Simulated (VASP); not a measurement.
Set up this calculation in VASP 6.6.1, as the native input.

| Item | Value |
| --- | --- |
| Task | single point |
| Functional | PBE |
| Potentials or basis | VASP PAW PBE potentials, release 64 (In_d, Sb) |
| Cutoff | 500 eV |
| k mesh | 5 × 5 × 5 |
| Occupations | gaussian, width 0.01 eV |
| Spin | no spin polarisation |
| Dipole correction | no |
| Further INCAR settings | ALGO = Normal; EDIFF = 1e-06; NBANDS = 22 |

The structure of InSb3 lies in POSCAR:

```
InSb3
1.0
    5.3541126213      0.0000000000      0.0000000000
    2.6770563107      4.6367975448      0.0000000000
    2.6770563107      1.5455991816      4.3716146492
In Sb
1 3
Direct
    0.0000000000      0.0000000000      0.0000000000
    0.2500000000      0.2500000000      0.2500000000
    0.7500000000      0.7500000000      0.7500000000
    0.5000000000      0.5000000000      0.5000000000
```

One way to write it, as run:

INCAR

```
SYSTEM = InSb3
  PREC = Accurate
  ENCUT = 500
  EDIFF = 1E-6
  ISMEAR = 0
  SIGMA = 0.01
  LREAL = .False.
  LASPH = .True.
  NELM = 120
  ALGO = Normal
  ISIF = 2
  LWAVE = .False.
  LCHARG = .False.
  GGA = PE
  NBANDS = 22
  GGA_COMPAT = .False.
```

KPOINTS

```
regular mesh
0
Gamma
  5 5 5
  0 0 0
```

Potentials or basis: VASP PAW PBE potentials, release 64 (In_d, Sb).

Command:

```sh
$ cat potpaw_PBE.64/In_d/POTCAR potpaw_PBE.64/Sb/POTCAR > POTCAR
$ mpirun -np 1 vasp_std > vasp.out
```

Results of the run:

- Pressure: -0.1 GPa
- Band gap on the k mesh: zero (band 14 reaches 8.41 eV, above the bottom of band 15 at 5.81 eV)

Caveat: spin-orbit coupling is left out, which moves the levels of the heavy elements.

Run time: 15 s on 1 thread of Intel(R) Xeon(R) 6975P-C (Granite Rapids) (shared host), peak memory 0.23 GiB.
